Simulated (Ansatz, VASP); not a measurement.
**One calculation of Al3NiIr, two programs**

```
CELL_PARAMETERS angstrom
4.66926 0.00000 0.00000
0.00000 4.66926 0.00000
0.00000 0.00000 4.66926
ATOMIC_POSITIONS crystal
Al 0.50000 0.00000 0.00000
Al 0.00000 0.50000 0.00000
Al 0.00000 0.00000 0.50000
Ni 0.50000 0.50000 0.50000
Ir 0.00000 0.00000 0.00000
```

Change from the starting cell: species swapped into the CeRu3C type (Pm-3m, No. 221).

Alike in both runs: functional PBE; k mesh 4 × 4 × 4; occupations gaussian, width 0.1 eV; collinear spin.

Ansatz relaxed the structure, and its values are those at the end. VASP's run is a single point on that final structure, the one shown.

|  | VASP | Ansatz |
| --- | --- | --- |
| version | VASP 6.6.1 | Ansatz 0.2.0 |
| potentials or method | VASP PAW PBE potentials, release 64 (Al, Ni, Ir), cutoff 520 eV | scalar-relativistic, plane waves, PAW |
| valence electrons in the cell | 28 | 44 |

Ansatz gave:

```
gap on the k mesh at the Fermi level (eV)                     : none
pressure (GPa)                                                : -0.1
net moment per atom (μB)                                      : 0.07
size of the moment on the site where the two differ most (μB) : 0.36
```

Question: Which values does VASP return?

Answer: gap on the k mesh at the Fermi level (eV): none; pressure (GPa): -0.2; net moment per atom (μB): 0.07; size of the moment on the site where the two differ most (μB): 0.33.

Site moments also hang on the region over which each program counts them. A gap of «none» marks a metal or a gap that the smearing closes. The functional is the same, so the differences come from potentials, cutoffs and numerics. VASP's potentials hold 28 valence electrons a cell and Ansatz's 44, so a difference there can come from the potentials and not from the codes. Ansatz's warnings: seeded moment not kept.

Neither program's run includes spin-orbit coupling.
